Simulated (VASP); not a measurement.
Write the native input for VASP 6.6.1 that does the following.

| Quantity | Value |
| --- | --- |
| Task | single point |
| Functional | PBE |
| Potentials or basis | VASP PAW PBE potentials, release 64 (K_sv, I) |
| Cutoff | 520 eV |
| k mesh | 4 × 4 × 1 |
| Occupations | gaussian, width 0.1 eV |
| Spin | no spin polarisation |
| Dipole correction | yes |
| Further INCAR settings | ALGO = Normal; EDIFF = 1e-06; NBANDS = 15 |

The structure of KI lies in POSCAR:

```
KI
1.0
    6.4644880000      0.0000000000      0.0000000000
   -0.8185860000      6.4124510000      0.0000000000
    0.0000000000      0.0000000000     14.0000000000
K I
1 1
Direct
    0.0000000000      0.0000000000      0.5000000000
    0.5000000000      0.5000000000      0.5000000000
```

The cell was generated, and may not be a known phase.

These files were run (other wordings do the same):

INCAR

```
ALGO = Normal
DIPOL = 0.5 0.5 0.500
EDIFF = 1E-6
ENCUT = 520
GGA = PE
IDIPOL = 3
ISIF = 2
ISMEAR = 0
LASPH = True
LCHARG = False
LDIPOL = True
LREAL = False
LWAVE = False
NBANDS = 15
NELM = 80
PREC = Accurate
SIGMA = 0.1
```

KPOINTS

```
k-points
0
Gamma
  4 4 1
```

Potentials or basis: VASP PAW PBE potentials, release 64 (K_sv, I).

The run is started by

```sh
$ cat potpaw_PBE.64/K_sv/POTCAR potpaw_PBE.64/I/POTCAR > POTCAR
$ mpirun -np 1 vasp_std > vasp.out
```

Results of the run:

The band gap on the k mesh is 2.68 eV (least direct gap 2.72 eV).

Caveat: spin-orbit coupling is left out, which moves the levels of the heavy elements.

It took 65 s on 1 thread of Intel(R) Xeon(R) 6975P-C (Granite Rapids), on a shared host, peak memory 0.55 GiB.
